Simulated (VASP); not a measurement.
Write the native input for VASP 6.6.1 that does the following.

| Item | Value |
| --- | --- |
| Task | single point |
| Functional | r2SCAN |
| Potentials or basis | VASP PAW PBE potentials, release 64 (Pb_d, S) |
| Cutoff | 520 eV |
| k mesh | 8 × 8 × 8 |
| Occupations | gaussian, width 0.05 eV |
| Spin | no spin polarisation |
| Dipole correction | no |
| Further INCAR settings | ALGO = Normal; EDIFF = 1e-06; NBANDS = 17 |

Crystal: PbS.

```
CELL_PARAMETERS angstrom
0.00000 3.00948 3.05395
3.00948 0.00000 3.05395
3.00948 3.00948 0.00000
ATOMIC_POSITIONS crystal
Pb 0.00000 0.00000 0.00000
S 0.50000 0.50000 0.50000
```

This cell differs from its parent crystal: strain +0.015 along x and y, +0.030 along z.

One way to write it, as run:

POSCAR

```
PbS
1.0
    0.0000000000      3.0094750000      3.0539500000
    3.0094750000      0.0000000000      3.0539500000
    3.0094750000      3.0094750000      0.0000000000
Pb S
1 1
Direct
    0.0000000000      0.0000000000      0.0000000000
    0.5000000000      0.5000000000      0.5000000000
```

INCAR.step1

```
PREC = Accurate ; ENCUT = 520
ISMEAR = 0 ; SIGMA = 0.05
LREAL = False ; LASPH = True
NELM = 60 ; NBANDS = 17
GGA = PE ; ALGO = Normal
EDIFF = 1E-4 ; LWAVE = True
LCHARG = False
```

INCAR.step2

```
PREC = Accurate ; ENCUT = 520
EDIFF = 1E-6 ; ISMEAR = 0
SIGMA = 0.05 ; LREAL = False
LASPH = True ; NELM = 60
ALGO = Normal ; ISIF = 2
LWAVE = False ; LCHARG = False
METAGGA = R2SCAN ; LMIXTAU = True
NBANDS = 17 ; ISTART = 1
```

KPOINTS

```
regular mesh
0
Gamma
  8 8 8
```

Potentials or basis: VASP PAW PBE potentials, release 64 (Pb_d, S).

Launch:

```bash
$ cat potpaw_PBE.64/Pb_d/POTCAR potpaw_PBE.64/S/POTCAR > POTCAR
$ cp INCAR.step1 INCAR
$ mpirun -np 1 vasp_std > vasp.out
$ cp INCAR.step2 INCAR
$ mpirun -np 1 vasp_std > vasp.out
```

Results of the run:

| Item | Value |
| --- | --- |
| Pressure | -2.0 GPa |
| Band gap on the k mesh | 0.82 eV |

Caveat: the cell differs from its parent crystal (strain +0.015 along x and y, +0.030 along z); the PAW data sets were made with another functional, which shifts forces and pressure a little; spin-orbit coupling is left out, which moves the levels of the heavy elements.

Run time: 2.1 min on 1 thread of Intel(R) Xeon(R) Platinum 8259CL CPU @ 2.50GHz (Skylake/Cascade Lake), on a shared host, peak memory 0.22 GiB.
